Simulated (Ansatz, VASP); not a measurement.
This is a calculation of AlN for Ansatz 0.2.0.

input.yaml

```yaml
crystal:
  lattice:
    - [0.0, 2.1839935596, 2.1839935596]
    - [2.1839935596, 0.0, 2.1839935596]
    - [2.1839935596, 2.1839935596, 0.0]
  atoms:
    - { symbol: Al, position: [0.0, 0.0, 0.0] }
    - { symbol: "N", position: [0.25, 0.25, 0.25] }
kpoints:
  mp_grid: { grid: [10, 10, 10] }
scf:
  occupations: { method: gaussian, width: 0.029 }
hamiltonian:
  xc: pbe
  pseudopotentials: { kind: all_electron, lapw: { basis_error: 0.001 } }
output:
  forces: true
  stress: true
  eigenvalues: true
```

Potentials or basis: all-electron LAPW, scalar-relativistic.

Command:

```console
$ ansatz run input.yaml --threads 1 --pin off --max-ram 3072MiB --backend cpu --events-out ev --progress --plain --runs-dir out
```

Translate it to VASP 6.6.1. Potentials there: VASP PAW PBE potentials, release 64 (Al, N).

As run (the cutoff follows the program's own potentials):

Contents of INCAR:

```
SYSTEM = AlN
PREC = Accurate
ENCUT = 600
EDIFF = 1E-6
ISMEAR = 0
SIGMA = 0.028999999999999998
LREAL = .False.
LASPH = .True.
NELM = 120
ALGO = Normal
ISIF = 2
LWAVE = .False.
LCHARG = .False.
GGA = PE
NBANDS = 11
GGA_COMPAT = .False.
```

Contents of KPOINTS:

```
Automatic mesh
0
Gamma
  10 10 10
  0 0 0
```

File POSCAR:

```
AlN
1.0
    0.0000000000      2.1839935596      2.1839935596
    2.1839935596      0.0000000000      2.1839935596
    2.1839935596      2.1839935596      0.0000000000
Al N
1 1
Direct
    0.0000000000      0.0000000000      0.0000000000
    0.2500000000      0.2500000000      0.2500000000
```

Potentials or basis: VASP PAW PBE potentials, release 64 (Al, N).

Launch:

```sh
$ cat potpaw_PBE.64/Al/POTCAR potpaw_PBE.64/N/POTCAR > POTCAR
$ mpirun -np 1 vasp_std > vasp.out
```

Both were run:

|  | VASP | Ansatz | Ansatz less VASP |
| --- | --- | --- | --- |
| gap on the k mesh at the Fermi level (eV) | 3.32 | 3.32 | 0.000 |
| least direct gap on the mesh (eV) | 4.20 | 4.19 | -0.004 |
| pressure (GPa) | 4.5 | 4.8 | +0.30 |

Ansatz ran all-electron here, and VASP with PAW potentials.
